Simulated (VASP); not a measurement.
Set up this calculation in VASP 6.6.1, as the native input.

```yaml
Task: relaxation of cell and atoms
Functional: PBE
Potentials_or_basis: VASP PAW PBE potentials, release 64 (Nb_sv)
Cutoff: 600 eV
k_mesh: 17 × 17 × 17
Occupations: fermi-dirac, width 0.1 eV
Spin: no spin polarisation
Target_pressure: 200 GPa
Dipole_correction: no
Further_INCAR_settings: ALGO = Normal; EDIFF = 1e-07; IBRION = 2; EDIFFG = -0.005; NSW = 60; ISIF = 3
```

The structure of Nb lies in POSCAR:

```
Nb
1.0
    2.2549059736      0.0000000000      0.0000000000
    0.0000000000      2.2549059736      0.0000000000
    0.0000000000      0.0000000000      2.2549059736
Nb
1
Direct
    0.0000000000      0.0000000000      0.0000000000
```

The input as run:

INCAR

```
ALGO     = Normal         # electronic algorithm
EDIFF    = 1E-7           # SCF threshold, eV
EDIFFG   = -0.005         # ionic threshold
ENCUT    = 600            # plane-wave cutoff, eV
GGA      = PE             # functional
IBRION   = 2              # ionic algorithm
ISIF     = 3              # what is computed and relaxed
ISMEAR   = -1             # smearing method
LASPH    = T              # aspherical terms in the spheres
LCHARG   = F              # write CHGCAR
LREAL    = F              # projectors in reciprocal space
LWAVE    = F              # write WAVECAR
NELM     = 60             # most SCF steps
NSW      = 60             # ionic steps
PREC     = Accurate       # precision mode
PSTRESS  = 2000.0       
SIGMA    = 0.1            # smearing width, eV
```

KPOINTS

```
k-points
0
Gamma
  17 17 17
```

Potentials or basis: VASP PAW PBE potentials, release 64 (Nb_sv).

Launch:

```console
$ cat potpaw_PBE.64/Nb_sv/POTCAR > POTCAR
$ mpirun -np 1 vasp_std > vasp.out
```

It gave:

| Quantity | Value |
| --- | --- |
| Relaxed volume | 11.75 Å³/atom |
| Relaxed cell | a = 2.274 Å, b = 2.274 Å, c = 2.274 Å, α = 90.00°, β = 90.00°, γ = 90.00° |
| Space group after relaxing (to 0.05 Å) | Pm-3m (No. 221) |
| Energy change on relaxing (the enthalpy is what falls) | -374.2 meV/atom |
| Ionic steps | 4 |
| Pressure after relaxing | 200.0 GPa |

Caveat: the cell is relaxed towards a set pressure, so the enthalpy falls and the energy may rise.

Wall time 47 s on 1 thread of Intel Xeon 6975P-C, on a shared host, peak memory 0.14 GiB.
